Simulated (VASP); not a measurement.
# La (Fm-3m) in VASP: notebook, part 2 of 2

VASP 6.6.1. Earlier steps stand in the parts before.

## Step 3: Single point, PBEsol

Input file INCAR:

```
SYSTEM = La
ALGO = Normal
EDIFF = 1E-6
ENCUT = 520
GGA = PS
ISIF = 2
ISMEAR = -1
LASPH = .True.
LCHARG = .True.
LELF = .True.
LREAL = .False.
LVHAR = .True.
LWAVE = .False.
NBANDS = 12
NELM = 60
PREC = Accurate
SIGMA = 0.05
```

Input file KPOINTS:

```
k-points
0
Gamma
  12 12 12
  0 0 0
```

Input file POSCAR:

```
La
1.0
    0.0000000000      2.6480000000      2.6480000000
    2.6480000000      0.0000000000      2.6480000000
    2.6480000000      2.6480000000      0.0000000000
La
1
Direct
    0.0000000000      0.0000000000      0.0000000000
```

Potentials or basis: VASP PAW PBE potentials, release 64 (La).

Launch:

```
$ cat potpaw_PBE.64/La/POTCAR > POTCAR
$ mpirun -np 1 vasp_std > vasp.out
```

OUTCAR:

```text
SYSTEM = La
   EDIFF = 1E-6
   ENCUT = 520
   GGA = PS
   ISIF = 2
   ISMEAR = -1
   LASPH = .True.
   LREAL = .False.
   NELM = 60
   PREC = Accurate

 ion  position               nearest neighbor table
   1  0.000  0.000  0.000-

  LATTYP: Found a face centered cubic cell.
 ALAT       =     5.2960000000

  Lattice vectors:

 A1 = (   0.0000000000,   2.6480000000,   2.6480000000)
 A2 = (   2.6480000000,   0.0000000000,   2.6480000000)
 A3 = (   2.6480000000,   2.6480000000,   0.0000000000)

Analysis of symmetry for initial positions (statically):
=====================================================================
 Subroutine PRICEL returns:
 Original cell was already a primitive cell.

 Routine SETGRP: Setting up the symmetry group for a
 face centered cubic supercell.

 Subroutine GETGRP returns: Found 48 space group operations
 (whereof 48 operations were pure point group operations)
 out of a pool of 48 trial point group operations.

The static configuration has the point symmetry O_h .

Analysis of symmetry for dynamics (positions and initial velocities):
=====================================================================
 Subroutine PRICEL returns:
 Original cell was already a primitive cell.

 Routine SETGRP: Setting up the symmetry group for a
 face centered cubic supercell.

 Subroutine GETGRP returns: Found 48 space group operations
 (whereof 48 operations were pure point group operations)
 out of a pool of 48 trial point group operations.

The dynamic configuration has the point symmetry O_h .

 Subroutine INISYM returns: Found 48 space group operations
 (whereof 48 operations are pure point group operations),
 and found     1 'primitive' translations

----------------------------------------------------------------------------------------

                                     Primitive cell

[... 112 lines left out ...]
   LORBIT       =      0    0 simple, 1 ext, 2 COOP (PROOUT), +10 PAW based schemes
   GGA     = PS    functional components
   LHFCALC =     F    Hartree Fock is set to
   AEXX    =    0.0000 exact exchange contribution
   IVDW    =     0    specifies the selected vdW correction
   LEPSILON=     F    determine dielectric tensor
   LRPA    =     F    only Hartree local field effects (RPA)
 non-spin polarized calculation
  energy-cutoff  :      520.00
  volume of cell :       37.14
 maximum number of plane-waves:      1018
   NGX = 13   NGY = 13   NGZ = 13

 number of electron      10.9999999 magnetization

 Free energy of the ion-electron system (eV)
  ---------------------------------------------------
  ext. energy  EPLUGINS =         0.00000000
  ---------------------------------------------------
  free energy    TOTEN  =        -5.33048084 eV

  energy without entropy =       -5.31507782  energy(sigma->0) =       -5.32277933

 E-fermi :   7.7185     XC(G=0):  -9.6825

 val. band max:        7.7106861286   @ k =  -0.1667   0.2500   0.0833
 cond. band min:       7.7413726870   @ k =  -0.4167   0.2500   0.0000
 fundamental gap:      0.0306865584
 Fermi energy:         7.7184954598

 k-point     1 :       0.0000    0.0000    0.0000
  band No.  band energies     occupation
      1     -25.1046      2.00000
      2      -8.0345      2.00000
      3      -8.0345      2.00000
      4      -8.0345      2.00000
      5       4.4800      2.00000
      6       9.0639      0.00000
      7       9.2155      0.00000
      8       9.2155      0.00000
      9       9.2155      0.00000
     10       9.5621      0.00000
     11       9.5621      0.00000
     12       9.5621      0.00000
[... 331 lines left out ...]
 k-point    24 :      -0.4167    0.1667    0.0000
  band No.  band energies     occupation
      1     -24.8882      2.00000
      2      -9.3147      2.00000
      3      -8.4869      2.00000
      4      -8.2667      2.00000
      5       6.6448      2.00000
      6       7.9132      0.03991
      7       9.2666      0.00000
      8       9.2870      0.00000
      9       9.5279      0.00000
     10       9.5822      0.00000
     11       9.8244      0.00000
     12      10.0450      0.00000

 [... further k-points ...]

------------------------ aborting loop because EDIFF is reached ----------------------------------------

  FORCE on cell =-STRESS in cart. coord.  units (eV):
  Direction    XX          YY          ZZ          XY          YZ          ZX
  --------------------------------------------------------------------------------------
  -------------------------------------------------------------------------------------
  Total       -0.5408608     -0.5408608     -0.5408608      0.0000000      0.0000000      0.0000000
  in kB      -23.3352325    -23.3352325    -23.3352325      0.0000000      0.0000000      0.0000000
  external PRESSURE =     -23.3352325 kB  Pullay stress =       0.0000000 kB

 VOLUME and BASIS-vectors are now :
 -----------------------------------------------------------------------------
  energy-cutoff  :      520.00
  volume of cell :       37.14
      direct lattice vectors                 reciprocal lattice vectors
     0.000000000  2.648000000  2.648000000    -0.188821752  0.188821752  0.188821752
     2.648000000  0.000000000  2.648000000     0.188821752 -0.188821752  0.188821752
     2.648000000  2.648000000  0.000000000     0.188821752  0.188821752 -0.188821752

 POSITION                                       TOTAL-FORCE (eV/Angst)
 -----------------------------------------------------------------------------------
      0.00000      0.00000      0.00000        -0.000000     -0.000000      0.000000
 -----------------------------------------------------------------------------------
    total drift:                                0.000000      0.000000      0.000000

  FREE ENERGIE OF THE ION-ELECTRON SYSTEM (eV)
  ---------------------------------------------------
  free  energy   TOTEN  =        -5.3304808372 eV

  energy  without entropy=       -5.3150778213  energy(sigma->0) =       -5.32277933
```

stdout:

```text
POSCAR found type information on POSCAR La
 POSCAR found :  1 types and       1 ions
 scaLAPACK will be used
 -----------------------------------------------------------------------------
|                                                                             |
|                                                                             |
|     You enforced a specific xc type in the INCAR file but a different       |
|     I HOPE YOU KNOW WHAT YOU ARE DOING!                                     |
|                                                                             |
 -----------------------------------------------------------------------------

 LDA part: xc-table for (Slater+PW92), standard interpolation
 POSCAR, INCAR and KPOINTS ok, starting setup
 FFT: planning ... GRIDC
 FFT: planning ... GRID_SOFT
 FFT: planning ... GRID
 WAVECAR not read
 entering main loop
```

It took 28 s on 1 thread of Intel Xeon Platinum 8259CL at 2.50GHz (Skylake/Cascade Lake), shared host; peak memory 0.19 GiB.

What came out:

| Quantity | Value |
| --- | --- |
| Free energy | -5.3305 eV |
| Pressure | -2.3 GPa |
| Band gap on the k mesh | zero (an odd number of electrons rules out a gap without spin polarisation) |

Levels at points of the mesh, in eV from the Fermi level:
| k point | band 1 | band 2 | band 3 | band 4 | band 5 | band 6 | band 7 | band 8 | band 9 | band 10 |
| --- | --- | --- | --- | --- | --- | --- | --- | --- | --- | --- |
| (0.00, 0.00, 0.00) | -32.82 | -15.75 | -15.75 | -15.75 | -3.24 | 1.35 | 1.50 | 1.50 | 1.50 | 1.84 |
| (0.50, 0.00, 0.00) | -32.63 | -17.16 | -15.93 | -15.93 | -1.73 | 1.29 | 1.29 | 1.36 | 1.87 | 1.87 |
| (0.50, 0.50, 0.00) | -32.56 | -17.06 | -16.25 | -16.25 | -1.98 | -1.38 | 1.93 | 1.93 | 1.94 | 1.95 |

Caveat: the PAW data sets were made with another functional, which shifts forces and pressure a little; spin-orbit coupling is left out, which moves the levels of the heavy elements.
